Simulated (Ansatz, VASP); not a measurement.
This is a calculation of CuO for Ansatz 0.2.0.

Contents of input.yaml:

```yaml
crystal:
  lattice:
    - [3.114626457, 0.0, 0.0]
    - [-1.5573132285, 2.6973456382, 0.0]
    - [0.0, 0.0, 4.34102676]
  atoms:
    - { symbol: Cu, position: [0.0, 0.0, 0.0] }
    - { symbol: Cu, position: [0.0, 0.0, 0.5] }
    - { symbol: O, position: [0.3333333333, 0.6666666667, 0.25] }
    - { symbol: O, position: [0.6666666667, 0.3333333333, 0.75] }
kpoints:
  mp_grid: { grid: [10, 10, 6] }
scf:
  occupations: { method: fermi_dirac, width: 0.05 }
hamiltonian:
  xc: pbe
  pseudopotentials: { kind: all_electron, lapw: { basis_error: 0.001 } }
output:
  forces: true
  stress: true
  eigenvalues: true
```

Potentials or basis: all-electron LAPW, scalar-relativistic.

Run with:

```sh
$ ansatz run input.yaml --threads 2 --pin off --max-ram 6144MiB --backend cpu --events-out ev --progress --plain --runs-dir out
```

Question: Translate it to VASP 6.6.1. Potentials there: VASP PAW PBE potentials, release 64 (Cu, O).

Answer: As run (the cutoff follows the program's own potentials):

Contents of INCAR:

```
ALGO = Normal ; EDIFF = 1E-6
ENCUT = 520 ; GGA = PE
ISIF = 2 ; ISMEAR = -1
LASPH = T ; LCHARG = F
LREAL = F ; LWAVE = F
NBANDS = 25 ; NELM = 80
PREC = Accurate ; SIGMA = 0.05
```

KPOINTS

```
k-points
0
Gamma
  10 10 6
```

File POSCAR:

```
CuO
1.0
    3.1146264570      0.0000000000      0.0000000000
   -1.5573132285      2.6973456382      0.0000000000
    0.0000000000      0.0000000000      4.3410267600
Cu O
2 2
Direct
    0.0000000000      0.0000000000      0.0000000000
    0.0000000000      0.0000000000      0.5000000000
    0.3333333333      0.6666666667      0.2500000000
    0.6666666667      0.3333333333      0.7500000000
```

Potentials or basis: VASP PAW PBE potentials, release 64 (Cu, O).

Launch:

```console
$ cat potpaw_PBE.64/Cu/POTCAR potpaw_PBE.64/O/POTCAR > POTCAR
$ mpirun -np 1 vasp_std > vasp.out
```

Both were run:

|  | VASP | Ansatz | Ansatz less VASP |
| --- | --- | --- | --- |
| gap on the k mesh at the Fermi level (eV) | none | none | - |
| pressure (GPa) | 20.5 | 19.9 | -0.55 |
| traceless stress, the component that is largest in VASP (GPa) | 36.87 | 36.71 | -0.155 |

A gap of «none» marks a metal or a gap that the smearing closes. Ansatz ran all-electron here, and VASP with PAW potentials.
